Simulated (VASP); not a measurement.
# HF in VASP: a series of runs

HF is run at these levels: PBE; tasks: single point.

Everything below comes from runs of VASP 6.6.1. Logs are shortened: lines on timing, memory, paths and dates and some standing lists are left out, and cuts for length are marked.

## (1) The cell of the first run

The cell holds an amorphous packing of atoms, 12 atoms: a = 5.684 Å, b = 5.684 Å, c = 5.684 Å, α = 90.00°, β = 90.00°, γ = 90.00°.

## (2) Single point, PBE

Input file INCAR:

```
SYSTEM = HF
PREC = Accurate
ENCUT = 520
EDIFF = 1E-7
ISMEAR = -1
SIGMA = 0.02
LREAL = .False.
LASPH = .True.
NELM = 100
ALGO = Normal
ISIF = 2
LWAVE = .False.
LCHARG = .True.
GGA = PE
LELF = .True.
LVHAR = .True.
NBANDS = 36
```

Input file KPOINTS:

```
regular mesh
0
Gamma
  1 1 1
  0 0 0
```

Input file POSCAR:

```
HF
1.0
    5.6836090000      0.0000000000      0.0000000000
    0.0000000000      5.6836090000      0.0000000000
    0.0000000000      0.0000000000      5.6836090000
F H
6 6
Direct
    0.4203667071     -0.0896085568      0.3677944771
   -0.1767011066      0.0265324374      0.9116918493
    0.8919156824      0.2287630975      0.5229247825
    0.3404175058      0.2578819197      0.0804594405
    0.7791000401      0.6514346782      0.4104258403
    0.5279040131      0.6504493888      0.8758871344
    0.4027722526      0.0222042016      0.2419765329
   -0.1177420896      0.1091911847      0.8010051360
    0.9163719742      0.3929369526      0.5364197291
    0.4745928159      0.3176502817      0.0060876813
    0.6738148243      0.7778860228      0.4340200038
    0.5596795979      0.7869119779      0.7854340438
```

Potentials or basis: VASP PAW PBE potentials, release 64 (F, H).

Started as:

```
$ cat potpaw_PBE.64/F/POTCAR potpaw_PBE.64/H/POTCAR > POTCAR
$ mpirun -np 1 vasp_gam > vasp.out
```

OUTCAR:

```text
SYSTEM = HF
   PREC = Accurate
   ENCUT = 520
   EDIFF = 1E-7
   ISMEAR = -1
   LREAL = .False.
   LASPH = .True.
   NELM = 100
   ISIF = 2
   GGA = PE

 ion  position               nearest neighbor table
   1  0.420  0.910  0.368-   7 0.96
   2  0.823  0.027  0.912-   8 0.85
   3  0.892  0.229  0.523-   9 0.95
   4  0.340  0.258  0.080-  10 0.94
   5  0.779  0.651  0.410-  11 0.94
   6  0.528  0.650  0.876-  12 0.95
   7  0.403  0.022  0.242-   1 0.96
   8  0.882  0.109  0.801-   2 0.85
   9  0.916  0.393  0.536-   3 0.95
  10  0.475  0.318  0.006-   4 0.94
  11  0.674  0.778  0.434-   5 0.94
  12  0.560  0.787  0.785-   6 0.95

  LATTYP: Found a simple cubic cell.
 ALAT       =     5.6836090000

  Lattice vectors:

 A1 = (   5.6836090000,   0.0000000000,   0.0000000000)
 A2 = (   0.0000000000,   5.6836090000,   0.0000000000)
 A3 = (   0.0000000000,   0.0000000000,   5.6836090000)

Analysis of symmetry for initial positions (statically):
=====================================================================
 Subroutine PRICEL returns:
 Original cell was already a primitive cell.

 Routine SETGRP: Setting up the symmetry group for a
 simple cubic supercell.

 Subroutine GETGRP returns: Found  1 space group operations
 (whereof  1 operations were pure point group operations)
 out of a pool of 48 trial point group operations.

The static configuration has the point symmetry C_1 .

Analysis of symmetry for dynamics (positions and initial velocities):
=====================================================================
 Subroutine PRICEL returns:
 Original cell was already a primitive cell.

 Routine SETGRP: Setting up the symmetry group for a
 simple cubic supercell.

 Subroutine GETGRP returns: Found  1 space group operations
 (whereof  1 operations were pure point group operations)
 out of a pool of 48 trial point group operations.

The dynamic configuration has the point symmetry C_1 .

 Subroutine INISYM returns: Found  1 space group operations
[... 94 lines left out ...]
   LREAL  =      F    real-space projection
   EDIFFG = 0.1E-05   stopping-criterion for IOM
   NSW    =      0    number of steps for IOM
   IBRION =     -1    ionic relax: 0-MD 1-quasi-New 2-CG
   NFREE  =      0    steps in history (QN), initial steepest desc. (CG)
   ISIF   =      2    stress and relaxation
   ISYM   =      2    0-nonsym 1-usesym 2-fastsym
   POTIM  = 0.5000    time-step for ionic-motion
   TEBEG  =    0.0;   TEEND  =   0.0 temperature during run
   PSTRESS=    0.0 pullay stress
   NELECT =      48.0000    total number of electrons
   NUPDOWN=      -1.0000    fix difference up-down
   EMIN   =  10.00;   EMAX   =-10.00  energy-range for DOS
   EFERMI =   0.00;   METHOD = LEGACY
   ISMEAR =    -1;   SIGMA  =   0.02  broadening in eV -4-tet -1-fermi 0-gaus
   EFERMI_NEDOS =   21; number of points for ismear=-14 and -15
   IALGO  =     38    algorithm
   IMIX   =      4    mixing-type and parameters
     AMIX     =   0.40;   BMIX     =  1.00
     AMIX_MAG =   1.60;   BMIX_MAG =  1.00
  volume/ion in A,a.u.               =      15.30       103.25
  Fermi-wavevector in a.u.,A,eV,Ry     =   1.046802  1.978168 14.909177  1.095794
  Thomas-Fermi vector in A             =   2.181655
   LORBIT       =      0    0 simple, 1 ext, 2 COOP (PROOUT), +10 PAW based schemes
   GGA     = PE    functional components
   LHFCALC =     F    Hartree Fock is set to
   AEXX    =    0.0000 exact exchange contribution
   IVDW    =     0    specifies the selected vdW correction
   LEPSILON=     F    determine dielectric tensor
   LRPA    =     F    only Hartree local field effects (RPA)
 non-spin polarized calculation
  energy-cutoff  :      520.00
  volume of cell :      183.60
 maximum number of plane-waves:      2473
 NGX is ok and might be reduce to    42
   NGX = 21   NGY = 21   NGZ = 21

 number of electron      48.0000014 magnetization

 Free energy of the ion-electron system (eV)
  ---------------------------------------------------
  ext. energy  EPLUGINS =         0.00000000
  ---------------------------------------------------
  free energy    TOTEN  =       -48.36101494 eV

  energy without entropy =      -48.36101494  energy(sigma->0) =      -48.36101494

 E-fermi :  -6.3548     XC(G=0):  -5.9647

 val. band max:       -6.9458648924   @ k =   0.0000   0.0000   0.0000
 cond. band min:      -0.0434435497   @ k =   0.0000   0.0000   0.0000
 fundamental gap:      6.9024213426
 Fermi energy:        -6.3548155584

 k-point     1 :       0.0000    0.0000    0.0000
  band No.  band energies     occupation
      1     -28.5276      2.00000
      2     -28.4501      2.00000
      3     -27.9220      2.00000
      4     -27.7674      2.00000
      5     -27.6499      2.00000
      6     -27.3457      2.00000
[... 28 lines left out ...]
     35       8.1136      0.00000
     36       8.2565      0.00000

------------------------ aborting loop because EDIFF is reached ----------------------------------------

  FORCE on cell =-STRESS in cart. coord.  units (eV):
  Direction    XX          YY          ZZ          XY          YZ          ZX
  --------------------------------------------------------------------------------------
  -------------------------------------------------------------------------------------
  Total        1.4158168      2.5549242      3.8639460      1.5734710     -2.8786873     -2.8294456
  in kB       12.3550658     22.2954383     33.7185625     13.7308286    -25.1207441    -24.6910382
  external PRESSURE =      22.7896889 kB  Pullay stress =       0.0000000 kB

 VOLUME and BASIS-vectors are now :
 -----------------------------------------------------------------------------
  energy-cutoff  :      520.00
  volume of cell :      183.60
      direct lattice vectors                 reciprocal lattice vectors
     5.683609000  0.000000000  0.000000000     0.175944545  0.000000000  0.000000000
     0.000000000  5.683609000  0.000000000     0.000000000  0.175944545  0.000000000
     0.000000000  0.000000000  5.683609000     0.000000000  0.000000000  0.175944545

 POSITION                                       TOTAL-FORCE (eV/Angst)
 -----------------------------------------------------------------------------------
      2.38920      5.17431      2.09040         0.028753      0.043464      0.197711
      4.67931      0.15080      5.18170        -3.088472     -4.087469      5.591142
      5.06930      1.30020      2.97210         0.352802     -0.170189      0.274843
      1.93480      1.46570      0.45730        -0.384836     -0.571434      0.306005
      4.42810      3.70250      2.33270         0.661010     -0.392736      0.124986
      3.00040      3.69690      4.97820        -0.141995      0.083975     -0.240403
      2.28920      0.12620      1.37530        -0.065822      0.198667      0.085774
      5.01441      0.62060      4.55260         2.891871      4.019049     -5.646270
      5.20830      2.23330      3.04880        -0.301976      0.337817     -0.342610
      2.69740      1.80540      0.03460         0.456222      0.472978     -0.273528
      3.82970      4.42120      2.46680        -0.520474      0.309334     -0.550849
      3.18100      4.47250      4.46410         0.112918     -0.243454      0.473199
 -----------------------------------------------------------------------------------
    total drift:                                0.000233      0.000743     -0.000324

  FREE ENERGIE OF THE ION-ELECTRON SYSTEM (eV)
  ---------------------------------------------------
  free  energy   TOTEN  =       -48.3610149416 eV

  energy  without entropy=      -48.3610149416  energy(sigma->0) =      -48.36101494
```

stdout:

```text
POSCAR found type information on POSCAR F H
 POSCAR found :  2 types and      12 ions
 scaLAPACK will be used
 LDA part: xc-table for (Slater+PW92), standard interpolation
 POSCAR, INCAR and KPOINTS ok, starting setup
 FFT: planning ... GRIDC
 FFT: planning ... GRID_SOFT
 FFT: planning ... GRID
 WAVECAR not read
 entering main loop
```

Run time: 14 s. Hardware: 1 thread of AMD EPYC 9R45 (Zen 5), shared host; peak memory 0.19 GiB.

Results:

| Property | Result |
| --- | --- |
| Free energy | -48.3610 eV |
| Pressure | 2.3 GPa |
| Largest force | 7.583 eV/Å |
| Band gap on the k mesh | 6.90 eV |

Forces in eV/Å, atoms in the order of the input:
```
F    0.029  0.043  0.198
F   -3.088 -4.087  5.591
F    0.353 -0.170  0.275
F   -0.385 -0.571  0.306
F    0.661 -0.393  0.125
F   -0.142  0.084 -0.240
H   -0.066  0.199  0.086
H    2.892  4.019 -5.646
H   -0.302  0.338 -0.343
H    0.456  0.473 -0.274
H   -0.520  0.309 -0.551
H    0.113 -0.243  0.473
```

Caveat: the k points lie up to 1.11 Å⁻¹ apart.

## (3) Single point, PBE

Input file INCAR:

```
PREC = Accurate ; ENCUT = 520
EDIFF = 1E-7 ; ISMEAR = -1
SIGMA = 0.02 ; LREAL = F
LASPH = T ; NELM = 60
ALGO = Normal ; ISIF = 2
LWAVE = F ; LCHARG = F
GGA = PE ; NBANDS = 36
```

Input file KPOINTS:

```
Automatic mesh
0
Gamma
  1 1 1
```

Input file POSCAR:

```
HF
1.0
    5.6836090000      0.0000000000      0.0000000000
    0.0000000000      5.6836090000      0.0000000000
    0.0000000000      0.0000000000      5.6836090000
F H
6 6
Direct
    0.4023323913     -0.0977723837      0.3442179080
   -0.2960794805      0.0259694149      0.8790893251
    0.8689549193      0.2057671455      0.5382671468
    0.3357373809      0.2162358459      0.0565133879
    0.8165058504      0.6293008544      0.4492568014
    0.4591448849      0.6732166129      0.9039854782
    0.3452559808      0.0168027041      0.2459528796
   -0.2073330519      0.1309555249      0.7364686769
    0.9176563694      0.3694483558      0.5127199989
    0.4656196441      0.1692938413     -0.0548419147
    0.6688179993      0.7043412029      0.4941050660
    0.5308774759      0.6968811542      1.0573387437
```

Potentials or basis: VASP PAW PBE potentials, release 64 (F, H).

Started as:

```
$ cat potpaw_PBE.64/F/POTCAR potpaw_PBE.64/H/POTCAR > POTCAR
$ mpirun -np 1 vasp_gam > vasp.out
```

It took 13 s on 1 thread of AMD EPYC 9R45 (Zen 5), shared host; peak memory 0.2 GiB.

The run converged. Its results:

* Free energy: -48.3565 eV
* Pressure: -0.9 GPa
* Largest force: 3.215 eV/Å
* Band gap on the k mesh: 5.94 eV

Forces on the atoms (eV/Å):
```
F    0.998 -2.323  1.986
F    1.003  2.155 -1.784
F    0.780  0.473 -0.376
F    0.643 -0.225 -0.908
F   -0.905  0.649  0.102
F    0.433 -0.336  1.084
H   -0.704  2.027 -1.784
H   -1.191 -1.555  1.931
H   -0.784 -0.294  0.206
H   -0.501 -0.061  0.997
H    0.931 -0.456 -0.151
H   -0.704 -0.053 -1.301
```

Stress tensor (GPa, compression positive):
```
-2.27  0.60  1.28
 0.60  1.21 -0.95
 1.28 -0.95 -1.62
```

Levels at points of the mesh, in eV from the valence-band top:
| k point | band 22 | band 23 | band 24 | band 25 | band 26 | band 27 |
| --- | --- | --- | --- | --- | --- | --- |
| (0.00, 0.00, 0.00) | -0.72 | -0.52 | 0.00 | 5.94 | 9.60 | 9.85 |

Caveat: the k points lie up to 1.11 Å⁻¹ apart.

## (4) Single point, PBE

Input file INCAR:

```
SYSTEM = HF
PREC = Accurate
ENCUT = 520
EDIFF = 1E-6
ISMEAR = -1
SIGMA = 0.02
LREAL = .FALSE.
LASPH = .TRUE.
NELM = 80
ALGO = Normal
ISIF = 2
LWAVE = .FALSE.
LCHARG = .FALSE.
GGA = PE
NBANDS = 36
```

Input file KPOINTS:

```
Automatic mesh
0
G
  1 1 1
  0 0 0
```

Input file POSCAR:

```
HF
1.0
    5.6836090000      0.0000000000      0.0000000000
    0.0000000000      5.6836090000      0.0000000000
    0.0000000000      0.0000000000      5.6836090000
F H
6 6
Direct
    0.3112986836     -0.1021534029      0.3903857567
   -0.2671014139     -0.0060876813      0.7929996592
    0.9022612217      0.1996618698      0.4694552352
    0.3414203898      0.1493593243     -0.0078119378
    0.8089050461      0.6957902980      0.5243499333
    0.3404175058      0.6562555587      0.9779877539
    0.3285588435     -0.0136181078      0.2616295386
   -0.1903368089      0.0945350041      0.6965820485
    0.8521698097      0.3583638494      0.4311345133
    0.4823871593      0.0960129383     -0.1035785537
    0.8168049561      0.7315422296      0.6919547069
    0.3182836821      0.6719850011      1.1318336641
```

Started as:

```
$ cat potpaw_PBE.64/F/POTCAR potpaw_PBE.64/H/POTCAR > POTCAR
$ mpirun -np 1 vasp_gam > vasp.out
```

It took 11 s on 1 thread of AMD EPYC 9R45 (Zen 5), shared host; peak memory 0.2 GiB.

It converged, with:

```
Free energy            : -48.0829 eV
Pressure               : 2.7 GPa
Largest force          : 4.447 eV/Å
Band gap on the k mesh : 6.25 eV
```

Forces on the atoms (eV/Å):
```
F   -0.341 -2.304  2.902
F   -2.142 -1.818  3.447
F   -0.128  1.330 -0.580
F    1.755 -0.618 -0.943
F    0.257 -1.081  0.606
F    0.540 -0.521 -3.795
H    0.335  2.490 -3.152
H    1.785  2.256 -2.595
H    0.347 -0.526  0.454
H   -1.662  0.470  1.176
H   -0.217 -0.061 -1.357
H   -0.530  0.383  3.838
```

Stress tensor (GPa, compression positive):
```
-0.54  1.86 -1.43
 1.86  3.74 -2.12
-1.43 -2.12  5.01
```

Levels at points of the mesh, in eV from the valence-band top:
```tsv
k point	band 21	band 22	band 23	band 24	band 25	band 26	band 27	band 28
(0.00, 0.00, 0.00)	-0.71	-0.58	-0.50	0.00	6.25	10.04	10.12	10.65
```

Caveat: the k points lie up to 1.11 Å⁻¹ apart.

## (5) Single point, PBE

Input file INCAR:

```
PREC = Accurate
ENCUT = 520
EDIFF = 1E-6
ISMEAR = -1
SIGMA = 0.02
LREAL = False
LASPH = True
NELM = 60
ALGO = Normal
ISIF = 2
LWAVE = False
LCHARG = True
GGA = PE
LELF = True
LVHAR = True
NBANDS = 36
```

Input file KPOINTS:

```
Automatic mesh
0
Gamma
  1 1 1
```

Input file POSCAR:

```
HF
1.0
    5.6836090000      0.0000000000      0.0000000000
    0.0000000000      5.6836090000      0.0000000000
    0.0000000000      0.0000000000      5.6836090000
F H
6 6
Direct
    0.3101550441     -0.1368144783      0.4293574734
   -0.2571077637     -0.0206734840      0.8097143910
    0.8868132906      0.2461464186      0.4353923713
    0.3894884395      0.1694873803      0.0059821145
    0.8056676664      0.6801488280      0.4971840955
    0.3400304278      0.6486371599      0.9621703393
    0.3812366403      0.0056478199      0.4114991021
   -0.1522624093      0.0150432586      0.6649120304
    0.8653832450      0.4212640243      0.4278091614
    0.5373170463      0.1051092712     -0.0745125148
    0.6529302068      0.7492422508      0.5127903767
    0.3487748717      0.7730651422      1.0679833887
```

Started as:

```
$ cat potpaw_PBE.64/F/POTCAR potpaw_PBE.64/H/POTCAR > POTCAR
$ mpirun -np 1 vasp_gam > vasp.out
```

Run time: 12 s. Hardware: 1 thread of AMD EPYC 9R45 (Zen 5), shared host; peak memory 0.2 GiB.

It converged, with:

| Item | Value |
| --- | --- |
| Free energy | -47.9618 eV |
| Pressure | -0.9 GPa |
| Largest force | 2.776 eV/Å |
| Band gap on the k mesh | 5.61 eV |

Forces on the atoms (eV/Å):
```
F   -0.340 -1.781  0.241
F    1.686  0.449 -2.136
F   -0.046  1.272 -0.225
F    1.979 -1.190 -0.710
F   -0.370  0.171 -0.252
F   -0.021 -0.386 -0.487
H    0.544  2.138 -0.433
H   -1.536  0.157  2.307
H    0.056 -1.726  0.353
H   -1.820  1.028  0.897
H    0.069 -0.634  0.038
H   -0.200  0.502  0.407
```

Stress tensor (GPa, compression positive):
```
-2.46  1.34  1.80
 1.34  1.63  1.03
 1.80  1.03 -1.90
```

Levels at points of the mesh, in eV from the valence-band top:
```csv
k point,band 20,band 21,band 22,band 23,band 24,band 25,band 26,band 27,band 28,band 29
"(0.00, 0.00, 0.00)",-1.24,-0.81,-0.53,-0.44,0.00,5.61,9.07,9.69,9.88,10.51
```

Caveat: the k points lie up to 1.11 Å⁻¹ apart.
